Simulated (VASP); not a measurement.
A run of VASP 6.6.1 is set up as follows.

File INCAR:

```
SYSTEM = P
  ALGO = Normal
  EDIFF = 1E-7
  ENCUT = 520
  GGA = PE
  ISIF = 2
  ISMEAR = 0
  LASPH = .TRUE.
  LCHARG = .FALSE.
  LREAL = .FALSE.
  LWAVE = .FALSE.
  NBANDS = 30
  NELM = 60
  PREC = Accurate
  SIGMA = 0.1
```

File KPOINTS:

```
k-points
0
G
  4 4 4
  0 0 0
```

Contents of POSCAR:

```
P
1.0
    6.9382533361      0.0000000000      0.0000000000
    0.0000000000      6.9382533361      0.0000000000
    0.0000000000      0.0000000000      6.9382533361
P
8
Direct
    0.0794516155      0.0794516155      0.0794516155
    0.4205483845      0.9205483845      0.5794516155
    0.5794516155      0.4205483845      0.9205483845
    0.9205483845      0.5794516155      0.4205483845
    0.9205483845      0.9205483845      0.9205483845
    0.5794516155      0.0794516155      0.4205483845
    0.4205483845      0.5794516155      0.0794516155
    0.0794516155      0.4205483845      0.5794516155
```

Potentials or basis: VASP PAW PBE potentials, release 64 (P).

Command:

```sh
$ cat potpaw_PBE.64/P/POTCAR > POTCAR
$ mpirun -np 1 vasp_std > vasp.out
```

(1) Predict the band gap on the k mesh.

(2) What does it give for the largest force?

Results:

(1) 2.18 eV (least direct gap 2.32 eV).

(2) 0.116 eV/Å.
